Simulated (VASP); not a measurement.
# KBr in VASP: further runs, part 2 of 2

VASP 6.6.1. The steps go on from the part before.

**3. Single point, HSE06 (shear xy strain -1.5%)**

Contents of POSCAR:

```
KBr
1.0
   -0.0254273082      3.3022478201      3.3022478201
    3.3022478201     -0.0254273082      3.3022478201
    3.2768205119      3.2768205119      0.0000000000
K Br
1 1
Direct
    0.0000000000      0.0000000000      0.0000000000
    0.5000000000      0.5000000000      0.5000000000
```

Contents of INCAR.step1:

```
SYSTEM = KBr
PREC = Accurate
ENCUT = 520
EDIFF = 1E-5
ISMEAR = 0
SIGMA = 0.01
LREAL = .FALSE.
LASPH = .TRUE.
NELM = 100
ALGO = Normal
ISIF = 2
LWAVE = .TRUE.
NBANDS = 15
GGA = PE
```

Contents of INCAR.step2:

```
SYSTEM = KBr
PREC = Accurate
ENCUT = 520
EDIFF = 1E-7
ISMEAR = 0
SIGMA = 0.01
LREAL = .FALSE.
LASPH = .TRUE.
NELM = 100
ALGO = Normal
ISIF = 2
LWAVE = .FALSE.
LCHARG = .TRUE.
GGA = PE
LHFCALC = .TRUE.
HFSCREEN = 0.2079
PRECFOCK = Normal
LELF = .TRUE.
LVHAR = .TRUE.
NBANDS = 15
ISTART = 1
```

Contents of KPOINTS:

```
Automatic mesh
0
G
  4 4 4
  0 0 0
```

Potentials or basis: VASP PAW PBE potentials, release 64 (K_sv, Br).

Launch:

```
> cat potpaw_PBE.64/K_sv/POTCAR potpaw_PBE.64/Br/POTCAR > POTCAR
> cp INCAR.step1 INCAR
> mpirun -np 1 vasp_std > vasp.out
> cp INCAR.step2 INCAR
> mpirun -np 1 vasp_std > vasp.out
```

OUTCAR:

```text
SYSTEM = KBr
   PREC = Accurate
   ENCUT = 520
   EDIFF = 1E-7
   ISMEAR = 0
   LREAL = .FALSE.
   LASPH = .TRUE.
   NELM = 100
   ISIF = 2
   GGA = PE
   LHFCALC = .TRUE.
   HFSCREEN = 0.2079
   PRECFOCK = Normal
   ISTART = 1

 ion  position               nearest neighbor table
   1  0.000  0.000  0.000-   2 3.30   2 3.30   2 3.30   2 3.30   2 3.30   2 3.30
   2  0.500  0.500  0.500-   1 3.30   1 3.30   1 3.30   1 3.30   1 3.30   1 3.30

  LATTYP: Found a body centered orthorhombic cell.
 ALAT       =     4.6341240094
 B/A-ratio  =     1.0155195001
 C/A-ratio  =     1.4251875062

  Lattice vectors:

 A1 = (   0.0254273082,  -3.3022478201,  -3.3022478201)
 A2 = (  -0.0254273082,   3.3022478201,  -3.3022478201)
 A3 = (   3.3022478201,  -0.0254273082,   3.3022478201)

Analysis of symmetry for initial positions (statically):
=====================================================================
 Subroutine PRICEL returns:
 Original cell was already a primitive cell.

 Routine SETGRP: Setting up the symmetry group for a
 body centered orthorhombic supercell.

 Subroutine GETGRP returns: Found  8 space group operations
[... 179 lines left out ...]
      4     -14.7155      2.00000
      5     -14.7149      2.00000
      6      -2.6369      2.00000
      7      -2.6199      2.00000
      8      -2.6017      2.00000
      9       2.9730      0.00000
     10       6.2818      0.00000
     11       6.3480      0.00000
     12       6.4140      0.00000
     13       7.2975      0.00000
     14       7.2989      0.00000
[... 293 lines left out ...]
      2     -15.9243      2.00000
      3     -14.7841      2.00000
      4     -14.7758      2.00000
      5     -14.6161      2.00000
      6      -3.2507      2.00000
      7      -3.2310      2.00000
      8      -3.1767      2.00000
      9       6.0233      0.00000
     10       6.0367      0.00000
     11       6.9678      0.00000
     12       7.8871      0.00000
     13       9.5414      0.00000
     14       9.9602      0.00000
     15      10.1675      0.00000

------------------------ aborting loop because EDIFF is reached ----------------------------------------

  FORCE on cell =-STRESS in cart. coord.  units (eV):
  Direction    XX          YY          ZZ          XY          YZ          ZX
  --------------------------------------------------------------------------------------
  -------------------------------------------------------------------------------------
  Total        0.2024628      0.2024628      0.2017793      0.0365781      0.0000000      0.0000000
  in kB        4.5042518      4.5042518      4.4890453      0.8137630      0.0000000      0.0000000
  external PRESSURE =       4.4991830 kB  Pullay stress =       0.0000000 kB

 VOLUME and BASIS-vectors are now :
 -----------------------------------------------------------------------------
  energy-cutoff  :      520.00
  volume of cell :       72.02
      direct lattice vectors                 reciprocal lattice vectors
    -0.025427308  3.302247820  3.302247820    -0.150255052  0.150255052  0.151412016
     3.302247820 -0.025427308  3.302247820     0.150255052 -0.150255052  0.151412016
     3.276820512  3.276820512  0.000000000     0.152586935  0.152586935 -0.151412016

 POSITION                                       TOTAL-FORCE (eV/Angst)
 -----------------------------------------------------------------------------------
      0.00000      0.00000      0.00000        -0.000000      0.000000     -0.000000
      3.27682      3.27682      3.30225         0.000000     -0.000000      0.000000
 -----------------------------------------------------------------------------------
    total drift:                                0.000000     -0.000000     -0.000000

  FREE ENERGIE OF THE ION-ELECTRON SYSTEM (eV)
  ---------------------------------------------------
  free  energy   TOTEN  =        -7.1691661250 eV

  energy  without entropy=       -7.1691661250  energy(sigma->0) =       -7.16916612
```

OUTCAR.step1:

```text
SYSTEM = KBr
   PREC = Accurate
   ENCUT = 520
   EDIFF = 1E-5
   ISMEAR = 0
   LREAL = .FALSE.
   LASPH = .TRUE.
[... 539 lines left out ...]
      0.00000      0.00000      0.00000         0.000000     -0.000000      0.000000
      3.27682      3.27682      3.30225        -0.000000      0.000000     -0.000000
 -----------------------------------------------------------------------------------
    total drift:                                0.000000      0.000000      0.000000

  FREE ENERGIE OF THE ION-ELECTRON SYSTEM (eV)
  ---------------------------------------------------
  free  energy   TOTEN  =        -6.2150604448 eV

  energy  without entropy=       -6.2150604448  energy(sigma->0) =       -6.21506044
```

OSZICAR.step1:

```text
N       E                     dE             d eps       ncg     rms          rms(c)
DAV:   1     0.975855967546E+02    0.97586E+02   -0.69257E+03   540   0.941E+02
DAV:   2    -0.287564219955E+00   -0.97873E+02   -0.90215E+02   716   0.229E+02
DAV:   3    -0.609366074267E+01   -0.58061E+01   -0.57802E+01   771   0.490E+01
DAV:   4    -0.638603398992E+01   -0.29237E+00   -0.29235E+00   805   0.883E+00
DAV:   5    -0.638845815068E+01   -0.24242E-02   -0.24241E-02   771   0.931E-01    0.310E+00
DAV:   6    -0.621624330669E+01    0.17221E+00   -0.21939E-01   680   0.224E+00    0.226E+00
DAV:   7    -0.620500561037E+01    0.11238E-01   -0.10699E-01   722   0.176E+00    0.103E+00
DAV:   8    -0.621396625403E+01   -0.89606E-02   -0.11481E-02   578   0.786E-01    0.116E-01
DAV:   9    -0.621474540144E+01   -0.77915E-03   -0.77959E-04   701   0.169E-01    0.774E-02
DAV:  10    -0.621504113842E+01   -0.29574E-03   -0.29867E-04   554   0.986E-02    0.122E-02
DAV:  11    -0.621505865288E+01   -0.17514E-04   -0.27297E-05   699   0.292E-02    0.573E-03
DAV:  12    -0.621506044479E+01   -0.17919E-05   -0.40435E-06   417   0.132E-02
   1 F= -.62150604E+01 E0= -.62150604E+01  d E =-.295874E-17
```

Wall time 24 min (1 thread of Intel Xeon Platinum 8259CL at 2.50GHz (Skylake/Cascade Lake), shared host); peak memory 0.33 GiB.

Results:

| Property | Result |
| --- | --- |
| Free energy | -7.1692 eV |
| Pressure | 0.4 GPa |
| Band gap on the k mesh | 5.57 eV |

Levels at points of the mesh, in eV from the valence-band top:
| k point | band 5 | band 6 | band 7 | band 8 | band 9 | band 10 | band 11 | band 12 |
| --- | --- | --- | --- | --- | --- | --- | --- | --- |
| (0.00, 0.00, 0.00) | -12.11 | -0.04 | -0.02 | 0.00 | 5.57 | 8.88 | 8.95 | 9.02 |
| (0.50, 0.00, 0.00) | -11.85 | -1.25 | -0.36 | -0.33 | 7.73 | 9.54 | 11.30 | 11.34 |
| (0.50, 0.50, 0.00) | -12.15 | -0.88 | -0.35 | -0.30 | 7.05 | 8.46 | 10.75 | 10.96 |
| (0.00, 0.00, 0.50) | -11.86 | -1.24 | -0.38 | -0.36 | 7.72 | 9.59 | 11.29 | 11.34 |
| (0.50, 0.00, 0.50) | -12.15 | -0.88 | -0.32 | -0.32 | 7.05 | 8.46 | 10.75 | 10.95 |

Caveat: the cell differs from its parent crystal (shear xy strain -1.5%); the PAW data sets were made with another functional, which shifts forces and pressure a little.
